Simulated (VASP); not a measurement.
Rb2PdC2, 5 atoms in the cell. Symmetry: P-3m1, No. 164, trigonal system. The conventional cell has a = 5.004 Å, b = 5.004 Å, c = 5.117 Å, α = 90.00°, β = 90.00°, γ = 120.00°. Within 3.9 Å of Rb (site symmetry 3m) lie 6 C at 2.93 to 3.37 Å and 3 Pd at 3.23 Å and 3 Rb at 3.66 Å. Pd (site symmetry -3m) has 2 C at 1.94 Å within 2.6 Å. C (site symmetry 3m) has 1 C at 1.24 Å within 1.7 Å. 

```yaml
Program: VASP 6.6.1
Task: relaxation of shape and atoms at fixed volume
Functional: LDA
Potentials_or_basis: VASP PAW LDA potentials, release 64 (Rb_sv, Pd, C)
Cutoff: 600 eV
k_mesh: 6 × 6 × 6
Occupations: gaussian, width 0.02 eV
Spin: no spin polarisation
Dipole_correction: no
Further_INCAR_settings: ALGO = Normal; EDIFF = 1e-07; IBRION = 2; EDIFFG = -0.01; NSW = 50; ISIF = 4
```

Potentials or basis: VASP PAW LDA potentials, release 64 (Rb_sv, Pd, C).

The run is started by

```bash
$ cat potpaw_LDA.64/Rb_sv/POTCAR potpaw_LDA.64/Pd/POTCAR potpaw_LDA.64/C/POTCAR > POTCAR
$ mpirun -np 1 vasp_std > vasp.out
```

Hardware: 1 thread of Intel(R) Xeon(R) 6975P-C (Granite Rapids), on a shared host.

Q: Estimate the wall time of this run.

A: Run time: 3.8 min on 1 thread of Intel(R) Xeon(R) 6975P-C (Granite Rapids), on a shared host, peak memory 0.28 GiB. Counts: scf iterations 77, k points 34, ion steps 9.
